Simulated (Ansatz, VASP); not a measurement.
## Two plane-wave programs on SiC

```
Si C
1.0
     0.00000    2.16453    2.16453
     2.16453    0.00000    2.16453
     2.16453    2.16453    0.00000
Si C
1 1
Direct
  0.00000 0.00000 0.00000
  0.25000 0.25000 0.25000
```

Alike in both runs: functional LDA; k mesh 10 × 10 × 10; occupations gaussian, width 0.02 eV; no spin polarisation.

Ansatz relaxed the structure, and its values are those at the end. VASP's run is a single point on that final structure, the one shown.

```csv
,VASP,Ansatz
version,VASP 6.6.1,Ansatz 0.2.0
potentials or method,"VASP PAW LDA potentials, release 64 (Si, C), cutoff 600 eV","scalar-relativistic, plane waves, PAW"
valence electrons in the cell,8,8
```

|  | VASP | Ansatz | Ansatz less VASP |
| --- | --- | --- | --- |
| gap on the k mesh at the Fermi level (eV) | 1.29 | 1.30 | +0.013 |
| least direct gap on the mesh (eV) | 4.52 | 4.54 | +0.017 |
| pressure (GPa) | 0.2 | 0.0 | -0.25 |

Ansatz warns that its potentials were made for another functional, while VASP's fit it. LDA's correlation is that of Perdew and Zunger in VASP and of Perdew and Wang (1992) in Ansatz.
